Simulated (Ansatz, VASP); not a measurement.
RbTl in VASP and in Ansatz

The input INCAR:

```
PREC     = Accurate       # precision mode
ENCUT    = 600            # plane-wave cutoff, eV
EDIFF    = 1E-6           # SCF threshold, eV
ISMEAR   = 0              # smearing method
SIGMA    = 0.1            # smearing width, eV
LREAL    = F              # projectors in reciprocal space
LASPH    = T              # aspherical terms in the spheres
NELM     = 100            # most SCF steps
ALGO     = Fast           # electronic algorithm
ISIF     = 3              # what is computed and relaxed
LWAVE    = F              # write WAVECAR
LCHARG   = F              # write CHGCAR
GGA      = PE             # functional
IBRION   = 2              # ionic algorithm
NSW      = 100            # ionic steps
EDIFFG   = -0.01          # ionic threshold
```

KPOINTS

```
Automatic mesh
0
Gamma
  14 14 14
```

The input POSCAR:

```
RbTl
1.0
    4.1604086282      0.0000000000      0.0000000000
    0.0000000000      4.1604086282      0.0000000000
    0.0000000000      0.0000000000      4.1604086282
Rb Tl
1 1
Direct
    0.0000000000      0.0000000000      0.0000000000
    0.5000000000      0.5000000000      0.5000000000
```

Input for Ansatz:

```yaml
crystal:
  lattice:
    - [4.1604086282, 0.0, 0.0]
    - [0.0, 4.1604086282, 0.0]
    - [0.0, 0.0, 4.1604086282]
  atoms:
    - { symbol: Rb, position: [0.0, 0.0, 0.0] }
    - { symbol: Tl, position: [0.5, 0.5, 0.5] }
basis:
  ecutwfc: 420
kpoints:
  mp_grid: { grid: [14, 14, 14] }
hamiltonian:
  xc: pbe
scf:
  occupations: { method: gaussian, width: 0.1 }
output:
  forces: true
  stress: true
  eigenvalues: true
relax:
  adjacent_minimum: "off"
  f_tol: 0.01
  max_steps: 80
  cell: { stress_tol: 0.05 }
```

Alike in both runs: task relaxation of cell and atoms; functional PBE; k mesh 14 × 14 × 14; occupations gaussian, width 0.1 eV; no spin polarisation.

|  | VASP | Ansatz |
| --- | --- | --- |
| version | VASP 6.6.1 | Ansatz 0.2.0 |
| potentials or method | VASP PAW PBE potentials, release 64 (Rb_sv, Tl_d), cutoff 600 eV | scalar-relativistic, plane waves, PAW |
| valence electrons in the cell | 22 | 22 |

|  | VASP | Ansatz | Ansatz less VASP |
| --- | --- | --- | --- |
| gap on the k mesh at the Fermi level, each at its own relaxed structure (eV) | none | none | - |
| relaxed volume (Å³/atom) | 45.29 | 45.31 | +0.020 |
| relaxed cell length with the largest relative difference (Å) | 4.491 | 4.492 | +0.0007 |

A gap of «none» marks a metal or a gap that the smearing closes.

Spin-orbit coupling is off throughout. Noted on VASP's run: the volume moved by over 15 % at a fixed basis, so the end points are rough.
